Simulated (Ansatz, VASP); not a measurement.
# One calculation of HfZn, two programs

```
CELL_PARAMETERS angstrom
3.27510 0.00000 0.00000
0.00000 3.27510 0.00000
0.00000 0.00000 3.27510
ATOMIC_POSITIONS crystal
Hf 0.56107 0.50000 0.50000
Zn 0.00000 0.00000 0.00000
```

Change from the starting cell: all Hf atoms moved -0.200 Å, as atom 1 towards its neighbour atom 1 (Hf) at 3.275 Å.

Alike in both runs: task single point; functional LDA; k mesh 14 × 14 × 14; occupations gaussian, width 0.15 eV; no spin polarisation.

|  | VASP | Ansatz |
| --- | --- | --- |
| version | VASP 6.6.1 | Ansatz 0.2.0 |
| potentials or method | VASP PAW LDA potentials, release 64 (Hf_pv, Zn), cutoff 520 eV | scalar-relativistic, plane waves, PAW |
| valence electrons in the cell | 22 | 38 |

|  | VASP | Ansatz | Ansatz less VASP |
| --- | --- | --- | --- |
| gap on the k mesh at the Fermi level (eV) | none | none | - |
| pressure (GPa) | -4.6 | -4.9 | -0.24 |
| traceless stress, the component that is largest in VASP (GPa) | -0.71 | -0.71 | -0.001 |
| rms of the force components (eV/Å) | 0.499 | 0.498 | -0.0005 |

LDA's correlation is that of Perdew and Zunger in VASP and of Perdew and Wang (1992) in Ansatz. Atom by atom the forces differ by 0.001 eV/Å (rms over components). A gap of «none» marks a metal or a gap that the smearing closes. VASP's potentials hold 22 valence electrons a cell and Ansatz's 38, so a difference there can come from the potentials and not from the codes.

Neither program's run includes spin-orbit coupling.
